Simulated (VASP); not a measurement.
Input of a VASP 6.6.1 run:

The input INCAR:

```
PREC = Accurate
ENCUT = 520
EDIFF = 1E-6
ISMEAR = 0
SIGMA = 0.1
LREAL = F
LASPH = T
NELM = 150
ALGO = Fast
ISIF = 2
LWAVE = F
LCHARG = F
ISPIN = 2
MAGMOM = 0 0 0 1 1
LORBIT = 11
LMAXMIX = 4
GGA = PE
NBANDS = 47
```

File KPOINTS:

```
Automatic mesh
0
Gamma
  4 4 2
```

Contents of POSCAR:

```
Sn3Mo2
1.0
    4.0028455091      0.0000000000      0.0000000000
    0.0000000000      4.0028455091      0.0000000000
    0.0000000000      0.0000000000      7.5965302452
Sn Mo
3 2
Direct
    0.5000000000      0.0000000000      0.9696679344
    0.0000000000      0.5000000000      0.9696679344
    0.0000000000      0.0000000000      0.3643728970
    0.0000000000      0.0000000000      0.7191493971
    0.5000000000      0.5000000000      0.2471417572
```

Potentials or basis: VASP PAW PBE potentials, release 64 (Sn_d, Mo_sv).

The run is started by

```bash
$ cat potpaw_PBE.64/Sn_d/POTCAR potpaw_PBE.64/Mo_sv/POTCAR > POTCAR
$ mpirun -np 1 vasp_std > vasp.out
```

Task: Predict the site moments.

Result: Sn -0.02, -0.01; Mo +1.04, +0.03 μB.

Task: Estimate the largest force.

Result: 0.171 eV/Å.

Task: What does it give for the pressure?

Result: 0.8 GPa.

Forces in eV/Å, atoms in the order of the input:
```
Sn   0.000  0.000  0.137
Sn   0.000  0.000  0.137
Sn   0.000  0.000 -0.028
Mo   0.000  0.000 -0.171
Mo   0.000  0.000 -0.075
```

Caveat: the k points lie up to 0.41 Å⁻¹ apart.
